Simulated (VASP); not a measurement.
# HfN (P6_3/mmc) in VASP: notebook, part 2 of 2

VASP 6.6.1. Earlier steps stand in the parts before.

## 4. Single point, PBEsol

The input, INCAR:

```
  ALGO = Normal
  EDIFF = 1E-6
  ENCUT = 600
  GGA = PS
  GGA_COMPAT = F
  ISIF = 2
  ISMEAR = -1
  LASPH = T
  LCHARG = T
  LELF = T
  LREAL = F
  LVHAR = T
  LWAVE = F
  NBANDS = 23
  NELM = 120
  PREC = Accurate
  SIGMA = 0.1
```

The input, KPOINTS:

```
k-points
0
Gamma
  8 8 4
```

The input, POSCAR:

```
HfN
1.0
    3.1339080200      0.0000000000      0.0000000000
   -1.5669540100      2.7140439584      0.0000000000
    0.0000000000      0.0000000000      5.4167677200
Hf N
2 2
Direct
    0.6666666667      0.3333333333      0.7500000000
    0.3333333333      0.6666666667      0.2500000000
    0.0000000000      0.0000000000      0.0000000000
    0.0000000000      0.0000000000      0.5000000000
```

Potentials or basis: VASP PAW PBE potentials, release 64 (Hf_pv, N).

Started as:

```console
$ cat potpaw_PBE.64/Hf_pv/POTCAR potpaw_PBE.64/N/POTCAR > POTCAR
$ mpirun -np 1 vasp_std > vasp.out
```

OUTCAR:

```text
EDIFF = 1E-6
   ENCUT = 600
   GGA = PS
   ISIF = 2
   ISMEAR = -1
   LASPH = T
   LREAL = F
   NELM = 120
   PREC = Accurate

 ion  position               nearest neighbor table
   1  0.667  0.333  0.750-   3 2.26   4 2.26   3 2.26   4 2.26   3 2.26   4 2.26   2 3.26   2 3.26
                             2 3.26   2 3.26   2 3.26   2 3.26
   2  0.333  0.667  0.250-   3 2.26   4 2.26   3 2.26   4 2.26   3 2.26   4 2.26   1 3.26   1 3.26
                             1 3.26   1 3.26   1 3.26   1 3.26
   3  0.000  0.000  0.000-   1 2.26   2 2.26   2 2.26   1 2.26   1 2.26   2 2.26
   4  0.000  0.000  0.500-   1 2.26   2 2.26   2 2.26   1 2.26   1 2.26   2 2.26

  LATTYP: Found a hexagonal cell.
 ALAT       =     3.1339080200
 C/A-ratio  =     1.7284386413

  Lattice vectors:

 A1 = (   3.1339080200,   0.0000000000,   0.0000000000)
 A2 = (  -1.5669540100,   2.7140439584,   0.0000000000)
 A3 = (   0.0000000000,   0.0000000000,   5.4167677200)

Analysis of symmetry for initial positions (statically):
=====================================================================
 Subroutine PRICEL returns:
 Original cell was already a primitive cell.

 Routine SETGRP: Setting up the symmetry group for a
 hexagonal supercell.

 Subroutine GETGRP returns: Found 24 space group operations
 (whereof 12 operations were pure point group operations)
 out of a pool of 24 trial point group operations.

The static configuration has the point symmetry D_3d.
 The point group associated with its full space group is D_6h.

Analysis of symmetry for dynamics (positions and initial velocities):
=====================================================================
 Subroutine PRICEL returns:
 Original cell was already a primitive cell.

 Routine SETGRP: Setting up the symmetry group for a
 hexagonal supercell.

 Subroutine GETGRP returns: Found 24 space group operations
 (whereof 12 operations were pure point group operations)
 out of a pool of 24 trial point group operations.

The dynamic configuration has the point symmetry D_3d.
 The point group associated with its full space group is D_6h.

 Subroutine INISYM returns: Found 24 space group operations
 (whereof 12 operations are pure point group operations),
 and found     1 'primitive' translations

----------------------------------------------------------------------------------------

                                     Primitive cell

  volume of cell :      46.0727

  direct lattice vectors                    reciprocal lattice vectors
     3.133908020  0.000000000  0.000000000     0.319090412  0.184226935  0.000000000
    -1.566954010  2.714043958  0.000000000     0.000000000  0.368453870  0.000000000
     0.000000000  0.000000000  5.416767720     0.000000000  0.000000000  0.184611940

  length of vectors
     3.133908020  3.133908020  5.416767720     0.368453870  0.368453870  0.184611940

  position of ions in fractional coordinates (direct lattice)
     0.666666667  0.333333333  0.750000000
     0.333333333  0.666666667  0.250000000
     0.000000000  0.000000000  0.000000000
     0.000000000  0.000000000  0.500000000

  ion indices of the primitive-cell ions
   primitive index   ion index
                 1           1
                 2           2
[... 26 lines left out ...]

 Found     30 irreducible k-points:

 Following reciprocal coordinates:
            Coordinates               Weight
  0.000000  0.000000  0.000000      1.000000
  0.125000  0.000000  0.000000      6.000000
  0.250000  0.000000  0.000000      6.000000
  0.375000  0.000000  0.000000      6.000000
  0.500000  0.000000  0.000000      3.000000
  0.125000  0.125000  0.000000      6.000000
[... 16 lines left out ...]
  0.250000  0.000000  0.500000      6.000000
  0.375000  0.000000  0.500000      6.000000
 [... further k-points ...]
   k-points           NKPTS =     30   k-points in BZ     NKDIM =     30   number of bands    NBANDS=     23
   number of dos      NEDOS =    301   number of ions     NIONS =      4
   total plane-waves  NPLWV =  37632
   dimension x,y,z NGX =    28 NGY =   28 NGZ =   48
   dimension x,y,z NGXF=    56 NGYF=   56 NGZF=   96
   ions per type =               2   2
   NGX,Y,Z   is equivalent  to a cutoff of  14.85, 14.85, 14.73 a.u.
   NGXF,Y,Z  is equivalent  to a cutoff of  29.71, 29.71, 29.46 a.u.
 SYSTEM =  unknown system
   PREC   = accura    normal or accurate (medium, high low for compatibility)
   ISTART =      0    job   : 0-new  1-cont  2-samecut
   ICHARG =      2    charge: 1-file 2-atom 10-const
   ISPIN  =      1    spin polarized calculation?
   LNONCOLLINEAR =      F non collinear calculations
   LSORBIT =      F    spin-orbit coupling
   LASPH  =      T    aspherical Exc in radial PAW
   ENCUT  =  600.0 eV  44.10 Ry    6.64 a.u.   6.26  6.26 10.82*2*pi/ulx,y,z
   NELM   =    120;   NELMIN=  2; NELMDL= -5     # of ELM steps
   EDIFF  = 0.1E-05   stopping-criterion for ELM
   LREAL  =      F    real-space projection
   EDIFFG = 0.1E-04   stopping-criterion for IOM
   NSW    =      0    number of steps for IOM
   IBRION =     -1    ionic relax: 0-MD 1-quasi-New 2-CG
   NFREE  =      0    steps in history (QN), initial steepest desc. (CG)
   ISIF   =      2    stress and relaxation
   ISYM   =      2    0-nonsym 1-usesym 2-fastsym
   POTIM  = 0.5000    time-step for ionic-motion
   TEBEG  =    0.0;   TEEND  =   0.0 temperature during run
   PSTRESS=    0.0 pullay stress
   NELECT =      30.0000    total number of electrons
   NUPDOWN=      -1.0000    fix difference up-down
   EMIN   =  10.00;   EMAX   =-10.00  energy-range for DOS
   EFERMI =   0.00;   METHOD = LEGACY
   ISMEAR =    -1;   SIGMA  =   0.10  broadening in eV -4-tet -1-fermi 0-gaus
   EFERMI_NEDOS =   21; number of points for ismear=-14 and -15
   IALGO  =     38    algorithm
   IMIX   =      4    mixing-type and parameters
     AMIX     =   0.40;   BMIX     =  1.00
     AMIX_MAG =   1.60;   BMIX_MAG =  1.00
  volume/ion in A,a.u.               =      11.52        77.73
  Fermi-wavevector in a.u.,A,eV,Ry     =   1.418951  2.681429 27.394278  2.013423
  Thomas-Fermi vector in A             =   2.540023
   LORBIT       =      0    0 simple, 1 ext, 2 COOP (PROOUT), +10 PAW based schemes
   GGA     = PS    functional components
   LHFCALC =     F    Hartree Fock is set to
   AEXX    =    0.0000 exact exchange contribution
   IVDW    =     0    specifies the selected vdW correction
   LEPSILON=     F    determine dielectric tensor
   LRPA    =     F    only Hartree local field effects (RPA)
 non-spin polarized calculation
  energy-cutoff  :      600.00
  volume of cell :       46.07
 maximum number of plane-waves:      1581
 NGX is ok and might be reduce to    28
   NGX = 13   NGY = 13   NGZ = 21

 number of electron      29.9999998 magnetization

 Free energy of the ion-electron system (eV)
  ---------------------------------------------------
  ext. energy  EPLUGINS =         0.00000000
  ---------------------------------------------------
  free energy    TOTEN  =       -45.86352687 eV

  energy without entropy =      -45.81435123  energy(sigma->0) =      -45.83893905

 E-fermi :   7.6135     XC(G=0): -12.9038

 val. band max:        7.6103986255   @ k =   0.1250   0.0000   0.2500
 cond. band min:       7.6160218484   @ k =   0.2500   0.2500   0.5000
 fundamental gap:      0.0056232229
 Fermi energy:         7.6135238458

 k-point     1 :       0.0000    0.0000    0.0000
  band No.  band energies     occupation
      1     -23.8818      2.00000
      2     -23.0108      2.00000
      3     -22.9096      2.00000
      4     -22.9096      2.00000
      5     -22.8481      2.00000
      6     -22.8481      2.00000
[... 613 lines left out ...]
     22      13.2408      0.00000
     23      14.9937      0.00000

 [... further k-points ...]

------------------------ aborting loop because EDIFF is reached ----------------------------------------

  FORCE on cell =-STRESS in cart. coord.  units (eV):
  Direction    XX          YY          ZZ          XY          YZ          ZX
  --------------------------------------------------------------------------------------
  -------------------------------------------------------------------------------------
  Total       -1.2349918     -1.2349918     -1.2786532     -0.0000000      0.0000000      0.0000000
  in kB      -42.9468513    -42.9468513    -44.4651757     -0.0000000      0.0000000      0.0000000
  external PRESSURE =     -43.4529594 kB  Pullay stress =       0.0000000 kB

 VOLUME and BASIS-vectors are now :
 -----------------------------------------------------------------------------
  energy-cutoff  :      600.00
  volume of cell :       46.07
      direct lattice vectors                 reciprocal lattice vectors
     3.133908020  0.000000000  0.000000000     0.319090412  0.184226935  0.000000000
    -1.566954010  2.714043958  0.000000000     0.000000000  0.368453870  0.000000000
     0.000000000  0.000000000  5.416767720     0.000000000  0.000000000  0.184611940

 POSITION                                       TOTAL-FORCE (eV/Angst)
 -----------------------------------------------------------------------------------
      1.56695      0.90468      4.06258        -0.000000      0.000000     -0.000000
     -0.00000      1.80936      1.35419         0.000000     -0.000000      0.000000
      0.00000      0.00000      0.00000        -0.000000     -0.000000      0.000000
      0.00000      0.00000      2.70838        -0.000000     -0.000000      0.000000
 -----------------------------------------------------------------------------------
    total drift:                               -0.000000      0.000000     -0.000000

  FREE ENERGIE OF THE ION-ELECTRON SYSTEM (eV)
  ---------------------------------------------------
  free  energy   TOTEN  =       -45.8635268742 eV

  energy  without entropy=      -45.8143512322  energy(sigma->0) =      -45.83893905
```

OSZICAR:

```text
N       E                     dE             d eps       ncg     rms          rms(c)
DAV:   1     0.123316572044E+03    0.12332E+03   -0.17892E+04  1380   0.145E+03
DAV:   2    -0.440622448282E+02   -0.16738E+03   -0.15692E+03  1746   0.349E+02
DAV:   3    -0.513827590612E+02   -0.73205E+01   -0.72496E+01  1787   0.585E+01
DAV:   4    -0.514571849279E+02   -0.74426E-01   -0.74328E-01  1643   0.641E+00
DAV:   5    -0.514581142159E+02   -0.92929E-03   -0.92907E-03  1917   0.588E-01    0.757E+01
DAV:   6    -0.460522136112E+02    0.54059E+01   -0.24148E+01  1702   0.263E+01    0.572E+01
DAV:   7    -0.459081691485E+02    0.14404E+00   -0.20206E+00  1639   0.865E+00    0.218E+01
DAV:   8    -0.458718907322E+02    0.36278E-01   -0.13817E-01  1785   0.244E+00    0.357E+00
DAV:   9    -0.458646599727E+02    0.72308E-02   -0.44925E-02  1604   0.121E+00    0.305E+00
DAV:  10    -0.458639681690E+02    0.69180E-03   -0.11084E-02  1698   0.649E-01    0.139E+00
DAV:  11    -0.458635245448E+02    0.44362E-03   -0.20142E-03  1702   0.284E-01    0.110E-01
DAV:  12    -0.458635277391E+02   -0.31942E-05   -0.99729E-05  1690   0.728E-02    0.153E-01
DAV:  13    -0.458635268742E+02    0.86487E-06   -0.83016E-06  1611   0.170E-02
   1 F= -.45863527E+02 E0= -.45838939E+02  d E =-.491756E-01
```

It took 44 s on 1 thread of Intel Xeon Platinum 8259CL at 2.50GHz (Skylake/Cascade Lake), shared host; peak memory 0.2 GiB.

What came out:

| Item | Value |
| --- | --- |
| Free energy | -45.8635 eV |
| Pressure | -4.3 GPa |
| Band gap on the k mesh | zero (bands 15 and 16 overlap by 2.31 eV) |

Stress tensor (GPa, compression positive):
```
-4.29  0.00  0.00
 0.00 -4.29  0.00
 0.00  0.00 -4.45
```

Levels at points of the mesh, in eV from the Fermi level:
| k point | band 13 | band 14 | band 15 | band 16 | band 17 | band 18 |
| --- | --- | --- | --- | --- | --- | --- |
| (0.00, 0.00, 0.00) | -3.43 | -1.56 | -0.49 | 0.86 | 0.86 | 1.20 |
| (0.50, 0.00, 0.00) | -3.10 | -2.67 | -2.26 | 2.60 | 2.88 | 4.60 |
| (0.00, 0.00, 0.50) | -4.23 | -4.23 | 2.01 | 2.01 | 3.05 | 3.05 |
| (0.50, 0.00, 0.50) | -4.32 | -4.32 | -0.13 | -0.13 | 4.89 | 4.89 |

Caveat: the cell stands under tension; the PAW data sets were made with another functional, which shifts forces and pressure a little; spin-orbit coupling is left out, which moves the levels of the heavy elements.

## 5. Overview

| level | gap on the mesh (eV) | pressure (GPa) |
| --- | --- | --- |
| revPBE | none | 7.4 |
| PBE | none | 4.0 |
| PBEsol | none | -4.3 |

Alike in all rows: task single point; potentials or basis VASP PAW PBE potentials, release 64 (Hf_pv, N); no spin polarisation; cell as given; k mesh 8 × 8 × 4; cutoff (eV) 600; smearing fermi-dirac 0.1 eV.

The pressure there spans -4.3 GPa (PBEsol) to 7.4 GPa (revPBE); a positive pressure means that this level wants a larger cell, a negative one a smaller.

Caveats: spin-orbit coupling is left out, which moves the levels of the heavy elements; the cell stands under pressure (at least some runs); the PAW data sets were made with another functional, which shifts forces and pressure a little (at least some runs); the cell stands under tension (at least some runs).

Total energies depend on the potentials used, so only differences within one code and one set of settings carry meaning.
